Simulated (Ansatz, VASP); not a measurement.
**Two plane-wave programs on MgO**

INCAR

```
SYSTEM = MgO
ALGO = Normal ; EDIFF = 1E-7
ENCUT = 520 ; GGA = PE
ISIF = 2 ; ISMEAR = 0
LASPH = .TRUE. ; LCHARG = .TRUE.
LELF = .TRUE. ; LREAL = .FALSE.
LVHAR = .TRUE. ; LWAVE = .FALSE.
NBANDS = 11 ; NELM = 100
PREC = Accurate ; SIGMA = 0.05
```

File KPOINTS:

```
k-points
0
G
  12 12 8
  0 0 0
```

POSCAR

```
MgO
1.0
    2.8055268745      0.0000000000      0.0000000000
   -1.4027634373      2.6586305066      0.0000000000
    0.0000000000      0.0000000000      2.6797873418
Mg O
1 1
Direct
    0.0000000000      0.0000000000      0.0000000000
    0.3333333333      0.6666666667      0.5000000000
```

Input for Ansatz:

```yaml
crystal:
  lattice:
    - [2.8055268745, 0.0, 0.0]
    - [-1.4027634373, 2.6586305066, 0.0]
    - [0.0, 0.0, 2.6797873418]
  atoms:
    - { symbol: Mg, position: [0.0, 0.0, 0.0] }
    - { symbol: O, position: [0.3333333333, 0.6666666667, 0.5] }
basis:
  ecutwfc: 420
kpoints:
  mp_grid: { grid: [12, 12, 8] }
hamiltonian:
  xc: pbe
scf:
  occupations: { method: gaussian, width: 0.05 }
output:
  forces: true
  stress: true
  eigenvalues: true
  write_density: true
  write_potential: true
  elf: true
  volumetric_format: npy
```

Change from the starting cell: strain -0.0450 x Voigt [1, -1, 0, 0, 0, 0], atoms carried along.

Alike in both runs: task single point; functional PBE; k mesh 12 × 12 × 8; occupations gaussian, width 0.05 eV; no spin polarisation.

|  | VASP | Ansatz |
| --- | --- | --- |
| version | VASP 6.6.1 | Ansatz 0.2.0 |
| potentials or method | VASP PAW PBE potentials, release 64 (Mg, O), cutoff 520 eV | scalar-relativistic, plane waves, PAW |
| valence electrons in the cell | 8 | 16 |

|  | VASP | Ansatz | Ansatz less VASP |
| --- | --- | --- | --- |
| gap on the k mesh at the Fermi level (eV) | 2.79 | 2.82 | +0.025 |
| least direct gap on the mesh (eV) | 3.24 | 3.27 | +0.022 |
| pressure (GPa) | 0.2 | 0.9 | +0.64 |
| traceless stress, the component that is largest in VASP (GPa) | 12.13 | 11.97 | -0.159 |
| rms of the force components (eV/Å) | 0.026 | 0.027 | +0.0016 |

Atom by atom the forces differ by 0.002 eV/Å (rms over components). VASP's potentials hold 8 valence electrons a cell and Ansatz's 16, so a difference there can come from the potentials and not from the codes.
